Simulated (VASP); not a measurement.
# C in VASP: relaxation of the atoms with PBE+D3(BJ)

Aim: the relaxation of the atoms of C with PBE+D3(BJ).

All numbers are computed with VASP 6.6.1; they aren't measurements. Logs are shortened: lines on timing, memory, paths and dates and some standing lists are left out, and cuts for length are marked.

## (1) The cell of the first run

The cell holds a slab with vacuum, 4 atoms: a = 2.466 Å, b = 2.466 Å, c = 17.500 Å, α = 90.00°, β = 90.00°, γ = 120.00°.

## (2) Relaxation of the atoms, PBE+D3(BJ) (layers slid over each other)

The input, INCAR:

```
ALGO = Normal
DIPOL = 0.5 0.5 0.359
EDIFF = 1E-7
EDIFFG = -0.003
ENCUT = 520
GGA = PE
IBRION = 2
IDIPOL = 3
ISIF = 2
ISMEAR = 0
IVDW = 12
LASPH = True
LCHARG = False
LDIPOL = True
LREAL = False
LWAVE = False
NELM = 80
NSW = 40
PREC = Accurate
SIGMA = 0.1
```

The input, KPOINTS:

```
k-points
0
Gamma
  15 15 1
```

The input, POSCAR:

```
C
1.0
    2.4657189589      0.0000000000      0.0000000000
   -1.2328594795      2.1353752570      0.0000000000
    0.0000000000      0.0000000000     17.5000000000
C
4
Selective dynamics
Direct
    0.3333333333      0.6666666667      0.2571428571  F F F
    0.6666666667      0.3333333333      0.2571429943  F F T
    0.3333333333      1.0000000000      0.4611996082  F F T
    0.6666666667      0.6666666667      0.4611995410  F F T
```

Potentials or basis: VASP PAW PBE potentials, release 64 (C).

The run is started by

```
$ cat potpaw_PBE.64/C/POTCAR > POTCAR
$ mpirun -np 1 vasp_std > vasp.out
```

OUTCAR:

```text
EDIFF = 1E-7
   EDIFFG = -0.003
   ENCUT = 520
   GGA = PE
   IBRION = 2
   ISIF = 2
   ISMEAR = 0
   IVDW = 12
   LASPH = True
   LREAL = False
   NELM = 80
   NSW = 40
   PREC = Accurate
 IVDW          = 12

 ion  position               nearest neighbor table
   1  0.333  0.667  0.257-   2 1.42   2 1.42   2 1.42
   2  0.667  0.333  0.257-   1 1.42   1 1.42   1 1.42
   3  0.333  0.000  0.461-   4 1.42   4 1.42   4 1.42
   4  0.667  0.667  0.461-   3 1.42   3 1.42   3 1.42

  LATTYP: Found a hexagonal cell.
 ALAT       =     2.4657189589
 C/A-ratio  =     7.0973214270

  Lattice vectors:

 A1 = (   2.4657189589,   0.0000000000,   0.0000000000)
 A2 = (  -1.2328594795,   2.1353752570,   0.0000000000)
 A3 = (   0.0000000000,   0.0000000000,  17.5000000000)

Analysis of symmetry for initial positions (statically):
=====================================================================
 Subroutine PRICEL returns:
 Original cell was already a primitive cell.

 Routine SETGRP: Setting up the symmetry group for a
 hexagonal supercell.

 Subroutine GETGRP returns: Found  4 space group operations
 (whereof  2 operations were pure point group operations)
 out of a pool of 24 trial point group operations.

The static configuration has the point symmetry C_1h.
 The point group associated with its full space group is C_2h.

Analysis of symmetry for dynamics (positions and initial velocities):
=====================================================================
 Subroutine PRICEL returns:
 Original cell was already a primitive cell.

 Routine SETGRP: Setting up the symmetry group for a
 hexagonal supercell.

 Subroutine GETGRP returns: Found  4 space group operations
 (whereof  2 operations were pure point group operations)
 out of a pool of 24 trial point group operations.

The dynamic configuration has the point symmetry C_1h.
 The point group associated with its full space group is C_2h.

Analysis of constrained symmetry for selective dynamics:
=====================================================================
 Subroutine PRICEL returns:
 Original cell was already a primitive cell.

 Routine SETGRP: Setting up the symmetry group for a
 hexagonal supercell.

 Subroutine GETGRP returns: Found  1 space group operations
 (whereof  1 operations were pure point group operations)
 out of a pool of 24 trial point group operations.

The constrained configuration has the point symmetry C_1 .

 Subroutine INISYM returns: Found  1 space group operations
 (whereof  1 operations are pure point group operations),
 and found     1 'primitive' translations

----------------------------------------------------------------------------------------

                                     Primitive cell

[... 134 lines left out ...]

 number of electron      15.9999997 magnetization

 Free energy of the ion-electron system (eV)
  ---------------------------------------------------
  ext. energy  EPLUGINS =         0.00000000
  ---------------------------------------------------
  free energy    TOTEN  =       -36.88648945 eV

  energy without entropy =      -36.88631067  energy(sigma->0) =      -36.88640006

------------------------ aborting loop because EDIFF is reached ----------------------------------------

 Edisp (eV)   -0.45941

 E8    (eV) :    -0.1365
[... 111 lines left out ...]
  FREE ENERGIE OF THE ION-ELECTRON SYSTEM (eV)
  ---------------------------------------------------
  free  energy   TOTEN  =       -37.3459439282 eV

  energy  without entropy=      -37.3457691630  energy(sigma->0) =      -37.34585655

[... ionic steps 4 to 12 ...]

--------------------------------------- Ionic step       13  -------------------------------------------

 number of electron      15.9999996 magnetization

------------------------ aborting loop because EDIFF is reached ----------------------------------------
[... 73 lines left out ...]
  FREE ENERGIE OF THE ION-ELECTRON SYSTEM (eV)
  ---------------------------------------------------
  free  energy   TOTEN  =       -37.3474089965 eV

  energy  without entropy=      -37.3473375767  energy(sigma->0) =      -37.34737329

 dipolmoment           0.000000      0.000000     -0.000003 electrons x Angstroem

--------------------------------------- Ionic step       15  -------------------------------------------

 number of electron      15.9999996 magnetization

 dipolmoment           0.000000      0.000000      0.000001 electrons x Angstroem

 Free energy of the ion-electron system (eV)
  ---------------------------------------------------
  ext. energy  EPLUGINS =         0.00000000
  ---------------------------------------------------
  free energy    TOTEN  =       -36.87771636 eV

  energy without entropy =      -36.87764366  energy(sigma->0) =      -36.87768001

 E-fermi :  -0.8335     XC(G=0):  -4.4583

 val. band max:       -0.9957223081   @ k =   0.3333   0.3333   0.0000
 cond. band min:      -0.6713816298   @ k =   0.3333   0.3333   0.0000
 fundamental gap:      0.3243406784
 Fermi energy:        -0.8335091417

 k-point     1 :       0.0000    0.0000    0.0000
  band No.  band energies     occupation
      1     -20.4069      2.00000
      2     -20.2874      2.00000
      3      -8.8553      2.00000
      4      -8.0164      2.00000
      5      -3.8679      2.00000
      6      -3.8675      2.00000
      7      -3.8612      2.00000
      8      -3.8608      2.00000
      9       2.5542      0.00000
     10       3.0181      0.00000
     11       3.9223      0.00000
     12       5.7114      0.00000
[... 331 lines left out ...]
 k-point    24 :      -0.0667    0.1333    0.0000
  band No.  band energies     occupation
      1     -20.0908      2.00000
      2     -19.9738      2.00000
      3      -8.4752      2.00000
      4      -7.6472      2.00000
      5      -5.0229      2.00000
      6      -5.0034      2.00000
      7      -4.5352      2.00000
      8      -4.5274      2.00000
      9       2.9787      0.00000
     10       3.4458      0.00000
     11       4.3512      0.00000
     12       6.1046      0.00000

 [... further k-points ...]

------------------------ aborting loop because EDIFF is reached ----------------------------------------

 vacuum level on the upper side and lower side of the slab       (xc-potential included)        -0.076        -0.077

 Edisp (eV)   -0.46981

 E8    (eV) :    -0.1400

  FORCE on cell =-STRESS in cart. coord.  units (eV):
  Direction    XX          YY          ZZ          XY          YZ          ZX
  --------------------------------------------------------------------------------------
  -------------------------------------------------------------------------------------
  Total       0.09982     0.11600    -0.02333    -0.01402     0.04255    -0.02457
  in kB       1.73572     2.01702    -0.40566    -0.24385     0.73984    -0.42718
  external pressure =        1.12 kB  Pullay stress =        0.00 kB
[... 19 lines left out ...]
  FREE ENERGIE OF THE ION-ELECTRON SYSTEM (eV)
  ---------------------------------------------------
  free  energy   TOTEN  =       -37.3475247575 eV

  energy  without entropy=      -37.3474520567  energy(sigma->0) =      -37.34748841

 reached required accuracy - stopping structural energy minimisation

 vacuum level on the upper side and lower side of the slab         3.374         3.372
```

OSZICAR:

```text
N       E                     dE             d eps       ncg     rms          rms(c)
DAV:   1     0.110823524499E+03    0.11082E+03   -0.69688E+03  2728   0.108E+03
DAV:   2    -0.275548140612E+02   -0.13838E+03   -0.12549E+03  4372   0.233E+02
DAV:   3    -0.390968689707E+02   -0.11542E+02   -0.11438E+02  3332   0.772E+01
[... 154 lines left out ...]
DAV:   1    -0.368777093900E+02   -0.28933E-03   -0.22353E-02  2868   0.137E+00    0.263E-02
DAV:   2    -0.368777167208E+02   -0.73308E-05   -0.18701E-04  3092   0.126E-01    0.170E-02
DAV:   3    -0.368777157444E+02    0.97641E-06   -0.11933E-05  3196   0.364E-02    0.356E-03
DAV:   4    -0.368777162076E+02   -0.46320E-06   -0.32182E-06  3104   0.133E-02    0.122E-03
DAV:   5    -0.368777163266E+02   -0.11907E-06   -0.15074E-07  2592   0.356E-03    0.414E-04
DAV:   6    -0.368777163599E+02   -0.33258E-07   -0.29103E-08  1992   0.157E-03
  15 F= -.37347525E+02 E0= -.37347488E+02  d E =-.789988E-06
```

Wall time 7.2 min (1 thread of Intel Xeon 6975P-C (Granite Rapids), shared host); peak memory 0.26 GiB.

What came out:

- Free energy: -37.3475 eV
- Energy gained by relaxing: 0.4 meV/atom
- Ionic steps: 15
- Dispersion energy per atom: -0.117 eV

Step by step:
| step | energy change (eV) | largest force on free atoms (eV/Å) | pressure (GPa) |
| --- | --- | --- | --- |
| 1 | 0.0000 | 0.0134 | 0.07 |
| 2 | 0.0000 | 0.0132 | 0.07 |
| 3 | 0.0000 | 0.0256 | 0.07 |
| 4 | -0.0001 | 0.0252 | 0.07 |
| 5 | -0.0001 | 0.0246 | 0.07 |
| 6 | -0.0002 | 0.0234 | 0.07 |
| 7 | -0.0003 | 0.0206 | 0.07 |
| 8 | -0.0006 | 0.0152 | 0.08 |
| 9 | -0.0011 | 0.0105 | 0.09 |
| 10 | -0.0016 | 0.0153 | 0.11 |
| 11 | -0.0016 | 0.0195 | 0.11 |
| 12 | -0.0005 | 0.1602 | 0.12 |
| 13 | -0.0016 | 0.0043 | 0.11 |
| 14 | -0.0015 | 0.0547 | 0.11 |
| 15 | -0.0016 | 0.0005 | 0.11 |

Final structure:
```cif
data_structure
_symmetry_space_group_name_H-M 'P 1'
_symmetry_Int_Tables_number 1
_cell_length_a 2.4657
_cell_length_b 2.4657
_cell_length_c 17.5000
_cell_angle_alpha 90.000
_cell_angle_beta 90.000
_cell_angle_gamma 120.000
_cell_volume 92.14
loop_
_atom_site_label
_atom_site_type_symbol
_atom_site_fract_x
_atom_site_fract_y
_atom_site_fract_z
_atom_site_occupancy
C1 C 0.33333 0.66667 0.25714 1
C2 C 0.66667 0.33333 0.25714 1
C3 C 0.33333 0.00000 0.45464 1
C4 C 0.66667 0.66667 0.45464 1
```

Caveat: the cell differs from its parent crystal (layers slid over each other).
